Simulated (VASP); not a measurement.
Write the native input for VASP 6.6.1 that does the following.

```
Task                   : electric field gradients
Functional             : PBEsol
Potentials or basis    : VASP PAW PBE potentials, release 64 (Mg, I)
Cutoff                 : 520 eV
k mesh                 : 7 × 7 × 4
Occupations            : fermi-dirac, width 0.03 eV
Spin                   : no spin polarisation
Dipole correction      : no
Further INCAR settings : ALGO = Normal; EDIFF = 1e-08; NBANDS = 15
```

The structure of MgI2 lies in POSCAR:

```
MgI2
1.0
    4.1537001214      0.0000000000      0.0000000000
   -2.0768500607      3.5972098248      0.0000000000
    0.0000000000      0.0000000000      6.7247600000
Mg I
1 2
Direct
    0.0000000000      0.0000000000      0.0000000000
    0.3333333333      0.6666666667      0.7576300000
    0.6666666667      0.3333333333      0.2423700000
```

This cell differs from its parent crystal: zz strain of -2 %.

One way to write it, as run:

INCAR

```
PREC = Accurate ; ENCUT = 520
EDIFF = 1E-8 ; ISMEAR = -1
SIGMA = 0.03 ; LREAL = F
LASPH = T ; NELM = 100
ALGO = Normal ; ISIF = 2
LWAVE = F ; LCHARG = F
GGA = PS ; LEFG = T
NBANDS = 15
```

KPOINTS

```
Automatic mesh
0
Gamma
  7 7 4
```

Potentials or basis: VASP PAW PBE potentials, release 64 (Mg, I).

Launch:

```sh
$ cat potpaw_PBE.64/Mg/POTCAR potpaw_PBE.64/I/POTCAR > POTCAR
$ mpirun -np 1 vasp_std > vasp.out
```

It gave:

* Pressure: 0.4 GPa
* Largest force: 0.111 eV/Å
* Band gap on the k mesh: 3.36 eV, indirect (least direct gap 3.52 eV)

Caveat: the cell differs from its parent crystal (zz strain of -2 %); without QUAD_EFG the Cq values of the log hold for a quadrupole moment of 1 mb, not for the nuclei; the PAW data sets were made with another functional, which shifts forces and pressure a little; spin-orbit coupling is left out, which moves the levels of the heavy elements; this functional lacks dispersion, which binds the layers, so the pressure and a relaxed spacing across them are unreliable.

It took 22 s on 1 thread of Intel(R) Xeon(R) 6975P-C (Granite Rapids), on a shared host, peak memory 0.24 GiB.
